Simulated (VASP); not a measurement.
# FeS2 (Pa-3) in VASP: single point with PBE

Aim: the single point of FeS2 with PBE.

Everything below comes from runs of VASP 6.6.1. Logs are shortened: lines on timing, memory, paths and dates and some standing lists are left out, and cuts for length are marked.

## 1. The cell of the first run

Symmetry: Pa-3, No. 205, cubic system. The conventional cell has a = 5.403 Å, b = 5.403 Å, c = 5.403 Å, α = 90.00°, β = 90.00°, γ = 90.00°. Within 3.0 Å of Fe (site symmetry -3) lie 6 S at 2.25 Å. S (site symmetry 3) has 1 S at 2.20 Å and 3 Fe at 2.25 Å within 2.9 Å.

## 2. Single point, PBE

Input file INCAR:

```
PREC = Accurate ; ENCUT = 690
EDIFF = 1E-6 ; ISMEAR = -1
SIGMA = 0.02 ; LREAL = F
LASPH = T ; NELM = 120
ALGO = Normal ; ISIF = 2
LWAVE = F ; LCHARG = T
GGA = PE ; LELF = T
LVHAR = T ; NBANDS = 68
GGA_COMPAT = F
```

Input file KPOINTS:

```
regular mesh
0
Gamma
  4 4 4
```

Input file POSCAR:

```
FeS2
1.0
    5.4033489634      0.0000000000      0.0000000000
    0.0000000000      5.4033489634      0.0000000000
    0.0000000000      0.0000000000      5.4033489634
Fe S
4 8
Direct
    0.0000000000      0.5000000000      0.5000000000
    0.5000000000      0.5000000000      0.0000000000
    0.5000000000      0.0000000000      0.5000000000
    0.0000000000      0.0000000000      0.0000000000
    0.3826532225      0.1173467775      0.8826532225
    0.1173467775      0.8826532225      0.3826532225
    0.8826532225      0.3826532225      0.1173467775
    0.6173467775      0.6173467775      0.6173467775
    0.3826532225      0.3826532225      0.3826532225
    0.1173467775      0.6173467775      0.8826532225
    0.8826532225      0.1173467775      0.6173467775
    0.6173467775      0.8826532225      0.1173467775
```

Potentials or basis: VASP PAW PBE potentials, release 64 (Fe_sv, S).

Started as:

```
$ cat potpaw_PBE.64/Fe_sv/POTCAR potpaw_PBE.64/S/POTCAR > POTCAR
$ mpirun -np 1 vasp_std > vasp.out
```

OUTCAR:

```text
PREC = Accurate
   ENCUT = 690
   EDIFF = 1E-6
   ISMEAR = -1
   LREAL = F
   LASPH = T
   NELM = 120
   ISIF = 2
   GGA = PE

 ion  position               nearest neighbor table
   1  0.000  0.500  0.500-   6 2.25   7 2.25   8 2.25   9 2.25  10 2.25  11 2.25
   2  0.500  0.500  0.000-   5 2.25   7 2.25   8 2.25   9 2.25  10 2.25  12 2.25
   3  0.500  0.000  0.500-   5 2.25   6 2.25   8 2.25   9 2.25  11 2.25  12 2.25
   4  0.000  0.000  0.000-   5 2.25   6 2.25   7 2.25  10 2.25  11 2.25  12 2.25
   5  0.383  0.117  0.883-  12 2.20   3 2.25   4 2.25   2 2.25
   6  0.117  0.883  0.383-  11 2.20   3 2.25   4 2.25   1 2.25
   7  0.883  0.383  0.117-  10 2.20   2 2.25   4 2.25   1 2.25
   8  0.617  0.617  0.617-   9 2.20   2 2.25   3 2.25   1 2.25
   9  0.383  0.383  0.383-   8 2.20   2 2.25   3 2.25   1 2.25
  10  0.117  0.617  0.883-   7 2.20   2 2.25   4 2.25   1 2.25
  11  0.883  0.117  0.617-   6 2.20   3 2.25   4 2.25   1 2.25
  12  0.617  0.883  0.117-   5 2.20   3 2.25   4 2.25   2 2.25

  LATTYP: Found a simple cubic cell.
 ALAT       =     5.4033489634

  Lattice vectors:

 A1 = (   5.4033489634,   0.0000000000,   0.0000000000)
 A2 = (   0.0000000000,   5.4033489634,   0.0000000000)
 A3 = (   0.0000000000,   0.0000000000,   5.4033489634)

Analysis of symmetry for initial positions (statically):
=====================================================================
 Subroutine PRICEL returns:
 Original cell was already a primitive cell.

 Routine SETGRP: Setting up the symmetry group for a
 simple cubic supercell.

 Subroutine GETGRP returns: Found 24 space group operations
 (whereof  6 operations were pure point group operations)
 out of a pool of 48 trial point group operations.

The static configuration has the point symmetry S_6 .
 The point group associated with its full space group is T_h .

Analysis of symmetry for dynamics (positions and initial velocities):
=====================================================================
 Subroutine PRICEL returns:
 Original cell was already a primitive cell.

 Routine SETGRP: Setting up the symmetry group for a
 simple cubic supercell.

 Subroutine GETGRP returns: Found 24 space group operations
 (whereof  6 operations were pure point group operations)
 out of a pool of 48 trial point group operations.

The dynamic configuration has the point symmetry S_6 .
 The point group associated with its full space group is T_h .

 Subroutine INISYM returns: Found 24 space group operations
 (whereof  6 operations are pure point group operations),
 and found     1 'primitive' translations

----------------------------------------------------------------------------------------

                                     Primitive cell

  volume of cell :     157.7571

  direct lattice vectors                    reciprocal lattice vectors
     5.403348963  0.000000000  0.000000000     0.185070409  0.000000000  0.000000000
     0.000000000  5.403348963  0.000000000     0.000000000  0.185070409  0.000000000
     0.000000000  0.000000000  5.403348963     0.000000000  0.000000000  0.185070409

  length of vectors
     5.403348963  5.403348963  5.403348963     0.185070409  0.185070409  0.185070409

  position of ions in fractional coordinates (direct lattice)
     0.000000000  0.500000000  0.500000000
     0.500000000  0.500000000  0.000000000
     0.500000000  0.000000000  0.500000000
     0.000000000  0.000000000  0.000000000
     0.382653222  0.117346778  0.882653222
     0.117346778  0.882653222  0.382653222
     0.882653222  0.382653222  0.117346778
     0.617346778  0.617346778  0.617346778
     0.382653222  0.382653222  0.382653222
     0.117346778  0.617346778  0.882653222
     0.882653222  0.117346778  0.617346778
     0.617346778  0.882653222  0.117346778

  ion indices of the primitive-cell ions
   primitive index   ion index
                 1           1
                 2           2
                 3           3
                 4           4
                 5           5
                 6           6
                 7           7
                 8           8
                 9           9
                10          10
                11          11
                12          12

----------------------------------------------------------------------------------------

 KPOINTS: regular mesh

Automatic generation of k-mesh.
 Grid dimensions read from file:
 generate k-points for:    4    4    4

 Generating k-lattice:

  Cartesian coordinates                     Fractional coordinates (reciprocal lattice)
     0.046267602  0.000000000  0.000000000     0.250000000  0.000000000  0.000000000
     0.000000000  0.046267602  0.000000000     0.000000000  0.250000000  0.000000000
     0.000000000  0.000000000  0.046267602     0.000000000  0.000000000  0.250000000

  Length of vectors
     0.046267602  0.046267602  0.046267602

  Shift w.r.t. Gamma in fractional coordinates (k-lattice)
     0.000000000  0.000000000  0.000000000

 Subroutine IBZKPT returns following result:
 ===========================================

 Found     11 irreducible k-points:

 Following reciprocal coordinates:
            Coordinates               Weight
  0.000000  0.000000  0.000000      1.000000
  0.250000  0.000000  0.000000      6.000000
  0.500000  0.000000  0.000000      3.000000
  0.250000  0.250000  0.000000     12.000000
  0.500000  0.250000  0.000000      6.000000
 -0.250000  0.500000  0.000000      6.000000
  0.500000  0.500000  0.000000      3.000000
  0.250000  0.250000  0.250000      8.000000
  0.500000  0.250000  0.250000     12.000000
  0.500000  0.500000  0.250000      6.000000
  0.500000  0.500000  0.500000      1.000000
   k-points           NKPTS =     11   k-points in BZ     NKDIM =     11   number of bands    NBANDS=     68
   number of dos      NEDOS =    301   number of ions     NIONS =     12
   total plane-waves  NPLWV = 110592
   dimension x,y,z NGX =    48 NGY =   48 NGZ =   48
   dimension x,y,z NGXF=    96 NGYF=   96 NGZF=   96
   ions per type =               4   8
   NGX,Y,Z   is equivalent  to a cutoff of  14.77, 14.77, 14.77 a.u.
   NGXF,Y,Z  is equivalent  to a cutoff of  29.54, 29.54, 29.54 a.u.
 SYSTEM =  unknown system
   PREC   = accura    normal or accurate (medium, high low for compatibility)
   ISTART =      0    job   : 0-new  1-cont  2-samecut
   ICHARG =      2    charge: 1-file 2-atom 10-const
   ISPIN  =      1    spin polarized calculation?
   LNONCOLLINEAR =      F non collinear calculations
   LSORBIT =      F    spin-orbit coupling
   LASPH  =      T    aspherical Exc in radial PAW
   ENCUT  =  690.0 eV  50.71 Ry    7.12 a.u.  11.57 11.57 11.57*2*pi/ulx,y,z
   NELM   =    120;   NELMIN=  2; NELMDL= -5     # of ELM steps
   EDIFF  = 0.1E-05   stopping-criterion for ELM
   LREAL  =      F    real-space projection
   EDIFFG = 0.1E-04   stopping-criterion for IOM
   NSW    =      0    number of steps for IOM
   IBRION =     -1    ionic relax: 0-MD 1-quasi-New 2-CG
   NFREE  =      0    steps in history (QN), initial steepest desc. (CG)
   ISIF   =      2    stress and relaxation
   ISYM   =      2    0-nonsym 1-usesym 2-fastsym
   POTIM  = 0.5000    time-step for ionic-motion
   TEBEG  =    0.0;   TEEND  =   0.0 temperature during run
   PSTRESS=    0.0 pullay stress
   NELECT =     112.0000    total number of electrons
   NUPDOWN=      -1.0000    fix difference up-down
   EMIN   =  10.00;   EMAX   =-10.00  energy-range for DOS
   EFERMI =   0.00;   METHOD = LEGACY
   ISMEAR =    -1;   SIGMA  =   0.02  broadening in eV -4-tet -1-fermi 0-gaus
   EFERMI_NEDOS =   21; number of points for ismear=-14 and -15
   IALGO  =     38    algorithm
   IMIX   =      4    mixing-type and parameters
     AMIX     =   0.40;   BMIX     =  1.00
     AMIX_MAG =   1.60;   BMIX_MAG =  1.00
  volume/ion in A,a.u.               =      13.15        88.72
  Fermi-wavevector in a.u.,A,eV,Ry     =   1.460443  2.759836 29.019765  2.132893
  Thomas-Fermi vector in A             =   2.576892
   LORBIT       =      0    0 simple, 1 ext, 2 COOP (PROOUT), +10 PAW based schemes
   GGA     = PE    functional components
   LHFCALC =     F    Hartree Fock is set to
   AEXX    =    0.0000 exact exchange contribution
   IVDW    =     0    specifies the selected vdW correction
   LEPSILON=     F    determine dielectric tensor
   LRPA    =     F    only Hartree local field effects (RPA)
 non-spin polarized calculation
  energy-cutoff  :      690.00
  volume of cell :      157.76
 maximum number of plane-waves:      6530
 NGX is ok and might be reduce to    48
   NGX = 23   NGY = 23   NGZ = 23

 number of electron     111.9999976 magnetization

 Free energy of the ion-electron system (eV)
  ---------------------------------------------------
  ext. energy  EPLUGINS =         0.00000000
  ---------------------------------------------------
  free energy    TOTEN  =       -72.66005342 eV

  energy without entropy =      -72.66005018  energy(sigma->0) =      -72.66005180

 E-fermi :   9.9518     XC(G=0): -12.1024

 val. band max:        9.7221205285   @ k =   0.5000   0.0000   0.0000
 cond. band min:      10.1191958008   @ k =   0.0000   0.0000   0.0000
 fundamental gap:      0.3970752723
 Fermi energy:         9.9517822470

 k-point     1 :       0.0000    0.0000    0.0000
  band No.  band energies     occupation
      1     -76.5122      2.00000
      2     -76.5120      2.00000
      3     -76.5120      2.00000
      4     -76.5120      2.00000
      5     -42.7019      2.00000
      6     -42.7019      2.00000
[... 60 lines left out ...]
     67      13.6933      0.00000
     68      13.6933      0.00000
[... 708 lines left out ...]
     67      12.8689      0.00000
     68      12.8689      0.00000

------------------------ aborting loop because EDIFF is reached ----------------------------------------

  FORCE on cell =-STRESS in cart. coord.  units (eV):
  Direction    XX          YY          ZZ          XY          YZ          ZX
  --------------------------------------------------------------------------------------
  -------------------------------------------------------------------------------------
  Total       -0.7793215     -0.7793215     -0.7793215      0.0000000      0.0000000      0.0000000
  in kB       -7.9147678     -7.9147678     -7.9147678      0.0000000      0.0000000      0.0000000
  external PRESSURE =      -7.9147678 kB  Pullay stress =       0.0000000 kB

 VOLUME and BASIS-vectors are now :
 -----------------------------------------------------------------------------
  energy-cutoff  :      690.00
  volume of cell :      157.76
      direct lattice vectors                 reciprocal lattice vectors
     5.403348963  0.000000000  0.000000000     0.185070409  0.000000000  0.000000000
     0.000000000  5.403348963  0.000000000     0.000000000  0.185070409  0.000000000
     0.000000000  0.000000000  5.403348963     0.000000000  0.000000000  0.185070409

 POSITION                                       TOTAL-FORCE (eV/Angst)
 -----------------------------------------------------------------------------------
      0.00000      2.70167      2.70167         0.000000     -0.000000      0.000000
      2.70167      2.70167      0.00000         0.000000     -0.000000      0.000000
      2.70167      0.00000      2.70167         0.000000     -0.000000      0.000000
      0.00000      0.00000      0.00000         0.000000     -0.000000      0.000000
      2.06761      0.63407      4.76928         0.022069     -0.022069      0.022069
      0.63407      4.76928      2.06761        -0.022069      0.022069      0.022069
      4.76928      2.06761      0.63407         0.022069      0.022069     -0.022069
      3.33574      3.33574      3.33574        -0.022069     -0.022069     -0.022069
      2.06761      2.06761      2.06761         0.022069      0.022069      0.022069
      0.63407      3.33574      4.76928        -0.022069     -0.022069      0.022069
      4.76928      0.63407      3.33574         0.022069     -0.022069     -0.022069
      3.33574      4.76928      0.63407        -0.022069      0.022069     -0.022069
 -----------------------------------------------------------------------------------
    total drift:                               -0.000000      0.000000     -0.000000

  FREE ENERGIE OF THE ION-ELECTRON SYSTEM (eV)
  ---------------------------------------------------
  free  energy   TOTEN  =       -72.6600534233 eV

  energy  without entropy=      -72.6600501826  energy(sigma->0) =      -72.66005180
```

It took 3.3 min on 1 thread of AMD EPYC 7R43 (Zen 3), shared host; peak memory 0.35 GiB.

What came out:

| Property | Result |
| --- | --- |
| Free energy | -72.6601 eV |
| Pressure | -0.8 GPa |
| Largest force | 0.038 eV/Å |
| Band gap on the k mesh | 0.40 eV (least direct gap 0.44 eV) |

Forces on the atoms (eV/Å):
```
Fe   0.000  0.000  0.000
Fe   0.000  0.000  0.000
Fe   0.000  0.000  0.000
Fe   0.000  0.000  0.000
S    0.022 -0.022  0.022
S   -0.022  0.022  0.022
S    0.022  0.022 -0.022
S   -0.022 -0.022 -0.022
S    0.022  0.022  0.022
S   -0.022 -0.022  0.022
S    0.022 -0.022 -0.022
S   -0.022  0.022 -0.022
```
